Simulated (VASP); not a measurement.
# TiSi2 (P6/mmm) in VASP: notebook, part 2 of 2

VASP 6.6.1. Earlier steps stand in the parts before.

### Step 4. Density of states, LDA+U

POSCAR

```
TiSi2
1.0
    4.3746400000      0.0000000000      0.0000000000
   -2.1873200000      3.7885500000      0.0000000000
    0.0000000000      0.0000000000      2.5610100000
Ti Si
1 2
Direct
    0.0000000000      0.0000000000      0.0000000000
    0.3333300000      0.6666700000      0.5000000000
    0.6666700000      0.3333300000      0.5000000000
```

INCAR.step1

```
SYSTEM = TiSi2
  PREC = Accurate
  ENCUT = 520
  EDIFF = 1E-6
  ISMEAR = -1
  SIGMA = 0.05
  LREAL = .FALSE.
  LASPH = .TRUE.
  NELM = 150
  ALGO = Normal
  ISIF = 2
  LWAVE = .FALSE.
  LCHARG = .TRUE.
  LMAXMIX = 4
  LDAU = .TRUE.
  LDAUTYPE = 2
  LDAUL = 2 -1
  LDAUU = 3 0
  LDAUJ = 0 0
  LDAUPRINT = 1
  NBANDS = 17
```

KPOINTS.step1

```
regular mesh
0
G
  7 7 10
  0 0 0
```

INCAR.step2

```
SYSTEM = TiSi2
  PREC = Accurate
  ENCUT = 520
  EDIFF = 1E-6
  ISMEAR = -5
  SIGMA = 0.05
  LREAL = .FALSE.
  LASPH = .TRUE.
  NELM = 150
  ALGO = Normal
  ISIF = 2
  LWAVE = .FALSE.
  LCHARG = .FALSE.
  LMAXMIX = 4
  LDAU = .TRUE.
  LDAUTYPE = 2
  LDAUL = 2 -1
  LDAUU = 3 0
  LDAUJ = 0 0
  LDAUPRINT = 1
  LORBIT = 11
  NEDOS = 2001
  ICHARG = 11
```

KPOINTS.step2

```
regular mesh
0
G
  11 11 15
  0 0 0
```

Potentials or basis: VASP PAW LDA potentials, release 64 (Ti_sv, Si).

Launch:

```bash
$ cat potpaw_LDA.64/Ti_sv/POTCAR potpaw_LDA.64/Si/POTCAR > POTCAR
$ cp INCAR.step1 INCAR
$ cp KPOINTS.step1 KPOINTS
$ mpirun -np 1 vasp_std > vasp.out
$ cp INCAR.step2 INCAR
$ cp KPOINTS.step2 KPOINTS
$ mpirun -np 1 vasp_std > vasp.out
```

OUTCAR:

```text
SYSTEM = TiSi2
   PREC = Accurate
   ENCUT = 520
   EDIFF = 1E-6
   ISMEAR = -5
   LREAL = .FALSE.
   LASPH = .TRUE.
   NELM = 150
   ISIF = 2
   LORBIT = 11
   ICHARG = 11

 ion  position               nearest neighbor table
   1  0.000  0.000  0.000-   2 2.83   3 2.83   2 2.83   3 2.83   3 2.83   3 2.83   2 2.83   2 2.83
                             3 2.83   3 2.83   2 2.83   2 2.83
   2  0.333  0.667  0.500-   3 2.53   3 2.53   3 2.53   1 2.83   1 2.83   1 2.83   1 2.83   1 2.83
                             1 2.83
   3  0.667  0.333  0.500-   2 2.53   2 2.53   2 2.53   1 2.83   1 2.83   1 2.83   1 2.83   1 2.83
                             1 2.83

[... 649 lines left out ...]
  in kB      -29.2808645    -29.2739296    -53.2929037      0.0060142      0.0000000      0.0000000
  external PRESSURE =     -37.2825659 kB  Pullay stress =       0.0000000 kB

 VOLUME and BASIS-vectors are now :
 -----------------------------------------------------------------------------
  energy-cutoff  :      520.00
  volume of cell :       42.45
      direct lattice vectors                 reciprocal lattice vectors
     4.374640000  0.000000000  0.000000000     0.228590238  0.131976614  0.000000000
    -2.187320000  3.788550000  0.000000000     0.000000000  0.263953227  0.000000000
     0.000000000  0.000000000  2.561010000     0.000000000  0.000000000  0.390470947

 POSITION                                       TOTAL-FORCE (eV/Angst)
 -----------------------------------------------------------------------------------
      0.00000      0.00000      0.00000         0.000000      0.000000      0.000000
     -0.00002      2.52571      1.28051         0.000517     -0.000298      0.000000
      2.18734      1.26284      1.28051        -0.000517      0.000298      0.000000
 -----------------------------------------------------------------------------------
    total drift:                               -0.000000      0.000000     -0.000000

  FREE ENERGIE OF THE ION-ELECTRON SYSTEM (eV)
  ---------------------------------------------------
  free  energy   TOTEN  =       -19.0739541751 eV

  energy  without entropy=      -19.0739541751  energy(sigma->0) =      -19.07395418

 total charge

# of ion       s       p       d       tot
------------------------------------------
    1        2.199   6.135   1.996  10.330
    2        0.761   0.877   0.000   1.638
    3        0.761   0.877   0.000   1.638
--------------------------------------------------
tot          3.721   7.889   1.996  13.606
```

OUTCAR.step1:

```text
SYSTEM = TiSi2
   PREC = Accurate
   ENCUT = 520
   EDIFF = 1E-6
   ISMEAR = -1
   LREAL = .FALSE.
[... 745 lines left out ...]
      0.00000      0.00000      0.00000        -0.000000      0.000000      0.000000
     -0.00002      2.52571      1.28051         0.000231     -0.000133      0.000000
      2.18734      1.26284      1.28051        -0.000231      0.000133     -0.000000
 -----------------------------------------------------------------------------------
    total drift:                               -0.000000     -0.000000     -0.000000

  FREE ENERGIE OF THE ION-ELECTRON SYSTEM (eV)
  ---------------------------------------------------
  free  energy   TOTEN  =       -19.0536394686 eV

  energy  without entropy=      -19.0340574670  energy(sigma->0) =      -19.04384847
```

OSZICAR.step1:

```text
N       E                     dE             d eps       ncg     rms          rms(c)
DAV:   1     0.131703703670E+03    0.13170E+03   -0.95313E+03  3264   0.120E+03
DAV:   2    -0.124202198882E+02   -0.14412E+03   -0.14052E+03  3365   0.316E+02
DAV:   3    -0.211564369990E+02   -0.87362E+01   -0.85260E+01  4911   0.714E+01
DAV:   4    -0.214161731917E+02   -0.25974E+00   -0.25833E+00  3936   0.110E+01
DAV:   5    -0.214242349033E+02   -0.80617E-02   -0.80588E-02  4953   0.188E+00    0.120E+01
DAV:   6    -0.201386081333E+02    0.12856E+01   -0.30634E+01  4280   0.389E+01    0.755E+00
DAV:   7    -0.190939912547E+02    0.10446E+01   -0.76131E+00  4221   0.215E+01    0.386E+00
DAV:   8    -0.191026820072E+02   -0.86908E-02   -0.97759E-01  3904   0.798E+00    0.208E+00
DAV:   9    -0.190517870005E+02    0.50895E-01   -0.30240E-01  3909   0.479E+00    0.364E-01
DAV:  10    -0.190530880605E+02   -0.13011E-02   -0.72870E-03  3694   0.567E-01    0.204E-01
DAV:  11    -0.190536038445E+02   -0.51578E-03   -0.13902E-03  4327   0.333E-01    0.809E-02
DAV:  12    -0.190536364501E+02   -0.32606E-04   -0.18755E-04  3977   0.106E-01    0.193E-02
DAV:  13    -0.190536387903E+02   -0.23401E-05   -0.20415E-05  4702   0.388E-02    0.846E-03
DAV:  14    -0.190536394686E+02   -0.67837E-06   -0.41417E-06  3278   0.131E-02
   1 F= -.19053639E+02 E0= -.19043848E+02  d E =-.195820E-01
```

It took 2.1 min on 1 thread of Intel Xeon 6975P-C, shared host; peak memory 0.29 GiB.

Results:

```yaml
Valence_electrons_inside_the_program's_atomic_spheres: Ti 10.33; Si 1.64
```

Eigenvalues of the final occupation matrices:
```tsv
site	spin	trace	eigenvalues
site 1 d	1	1.01	0.16 0.16 0.19 0.19 0.33
site 1 d	2	1.01	0.16 0.16 0.19 0.19 0.33
```

Caveat: U without spin polarisation on a metal has little footing; the U is typed as a test and isn't derived for this compound; tetrahedron occupations give inexact forces and stress in metals.
